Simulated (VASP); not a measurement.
## MgZr2N: single point with PBE

Crystal: MgZr2N.

```
Mg Zr N
1.0
     3.26883    0.00000    0.00000
    -1.63441    2.83089    0.00000
     0.00000    0.00000   10.09077
Mg Zr N
1 2 1
Cartesian
  0.0000 0.0000 5.0454
  0.0000 0.0000 8.2051
  0.0000 0.0000 1.8857
  0.0000 0.0000 0.0000
```

```
Program             : VASP 6.6.1
Task                : single point
Functional          : PBE
Potentials or basis : VASP PAW PBE potentials, release 64 (Mg, Zr_sv, N)
Cutoff              : 520 eV
k mesh              : 6 × 6 × 2
Occupations         : gaussian, width 0.1 eV
Spin                : collinear spin, ferromagnetic start
Starting moments    : [0.0, 1.0, 1.0, 0.0] μB
```

```json
{
 "Pressure": "0.1 GPa",
 "Largest force": "0.080 eV/Å",
 "Net moment": "0.00 μB per cell",
 "Valence electrons inside the program's atomic spheres": "Mg 0.32; Zr 9.97; N 3.75"
}
```

Forces in eV/Å, atoms in the order of the input:
```
Mg   0.000  0.000  0.000
Zr   0.000  0.000 -0.080
Zr   0.000  0.000  0.080
N    0.000  0.000  0.000
```

Stress tensor (GPa, compression positive):
```
-0.06  0.00  0.00
 0.00 -0.06  0.00
 0.00  0.00  0.43
```

Levels at points of the mesh, in eV from the Fermi level:
Spin up:
| k point | band 12 | band 13 | band 14 | band 15 | band 16 | band 17 | band 18 | band 19 |
| --- | --- | --- | --- | --- | --- | --- | --- | --- |
| (0.00, 0.00, 0.00) | -3.08 | -2.94 | -1.03 | -1.03 | 0.01 | 1.33 | 1.33 | 1.40 |
| (0.50, 0.00, 0.00) | -1.77 | -1.59 | -1.54 | -0.99 | -0.35 | -0.33 | 2.58 | 2.77 |
| (0.00, 0.00, 0.50) | -3.09 | -2.45 | -1.13 | -1.03 | -1.03 | 1.33 | 1.33 | 1.40 |
| (0.50, 0.00, 0.50) | -1.68 | -1.63 | -1.59 | -1.34 | 0.20 | 0.53 | 1.38 | 1.93 |
Spin down:
```
           k point  band 13  band 14  band 15  band 16  band 17  band 18
(0.00, 0.00, 0.00)    -2.94    -1.03    -1.03     0.01     1.33     1.33
(0.50, 0.00, 0.00)    -1.59    -1.54    -0.99    -0.35    -0.33     2.58
(0.00, 0.00, 0.50)    -2.45    -1.13    -1.03    -1.03     1.33     1.33
(0.50, 0.00, 0.50)    -1.63    -1.59    -1.34     0.20     0.53     1.38
```

Wall time 77 s on 1 thread of Intel Xeon 6975P-C, with other jobs on the host, peak memory 0.27 GiB.

Caveat: the k points lie up to 0.37 Å⁻¹ apart.
